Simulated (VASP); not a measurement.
Runs of VASP 6.6.1 on YbOs3. The structure is that of space group Pm-3m (No. 221), or close to it. The cells are those of the table. 

```csv
level,U,cell,smearing,gap on the mesh (eV),pressure (GPa)
PBEsol+D4,-,"a = 3.963 Å, 4 atoms",gaussian 0.05 eV,none,-2.9
PBEsol+U,Yb f U = 2.0 eV,"a = 3.963 Å, 4 atoms",gaussian 0.05 eV,none,1.5
PBEsol,-,"a = 4.015 Å, 4 atoms",gaussian 0.05 eV,none,(a)
PBEsol,-,"a = 3.909 Å, 4 atoms",gaussian 0.05 eV,none,(b)
PBEsol+U,Yb f U = 6.0 eV,"a = 3.963 Å, 4 atoms",gaussian 0.025 eV,none,-0.4
PBEsol,-,"a = 4.189 Å, 4 atoms",gaussian 0.05 eV,none,-28.9
PBEsol,-,"a = 3.989 Å, 4 atoms",gaussian 0.05 eV,none,-4.7
```

Alike in all rows: task single point; potentials or basis VASP PAW PBE potentials, release 64 (Yb, Os); no spin polarisation; k mesh 8 × 8 × 8; cutoff (eV) 520.

Question: Fill in the values left out.

Answer: (a) -8.9; (b) 12.7.

Caveats: the PAW data sets were made with another functional, which shifts forces and pressure a little; spin-orbit coupling is left out, which moves the levels of the heavy elements; the cell stands under tension (at least some runs); U without spin polarisation on a metal has little footing (at least some runs); the cell stands under pressure (at least some runs).

A k mesh can miss the band edges, and the runs leave out spin-orbit coupling on Os, Yb.

A gap of «none» marks levels without a gap at the run's occupations.
